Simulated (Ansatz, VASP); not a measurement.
## W in VASP and in Ansatz

The input INCAR:

```
ALGO = Normal
EDIFF = 1E-6
ENCUT = 500
GGA = PS
GGA_COMPAT = F
ISIF = 2
ISMEAR = 0
LASPH = T
LCHARG = F
LREAL = F
LWAVE = F
NBANDS = 13
NELM = 120
PREC = Accurate
SIGMA = 0.1
```

Contents of KPOINTS:

```
k-points
0
Gamma
  8 8 8
```

File POSCAR:

```
W
1.0
   -1.5750000000      1.5750000000      1.5750000000
    1.5750000000     -1.5750000000      1.5750000000
    1.5750000000      1.5750000000     -1.5750000000
W
1
Direct
    0.0000000000      0.0000000000      0.0000000000
```

Input for Ansatz:

```yaml
crystal:
  lattice:
    - [-1.575, 1.575, 1.575]
    - [1.575, -1.575, 1.575]
    - [1.575, 1.575, -1.575]
  atoms:
    - { symbol: W, position: [0.0, 0.0, 0.0] }
basis:
  ecutwfc: 420
kpoints:
  mp_grid: { grid: [8, 8, 8] }
hamiltonian:
  xc: pbesol
  pseudopotentials: { kind: paw, azcp: { folder: soft_1 } }
scf:
  occupations: { method: gaussian, width: 0.1 }
output:
  forces: true
  stress: true
  eigenvalues: true
```

Alike in both runs: task single point; functional PBEsol; k mesh 8 × 8 × 8; occupations gaussian, width 0.1 eV; no spin polarisation.

|  | VASP | Ansatz |
| --- | --- | --- |
| version | VASP 6.6.1 | Ansatz 0.2.0 |
| potentials or method | VASP PAW PBE potentials, release 64 (W_sv), cutoff 500 eV | scalar-relativistic, plane waves, PAW |
| valence electrons in the cell | 14 | 14 |

|  | VASP | Ansatz | Ansatz less VASP |
| --- | --- | --- | --- |
| gap on the k mesh at the Fermi level (eV) | none | none | - |
| pressure (GPa) | 2.5 | 1.9 | -0.59 |

VASP's potentials were made for PBE, not for PBEsol, and Ansatz warns of the same on its side. A gap of «none» marks a metal or a gap that the smearing closes. The functional is the same, so the differences come from potentials, cutoffs and numerics.

Neither program's run includes spin-orbit coupling.
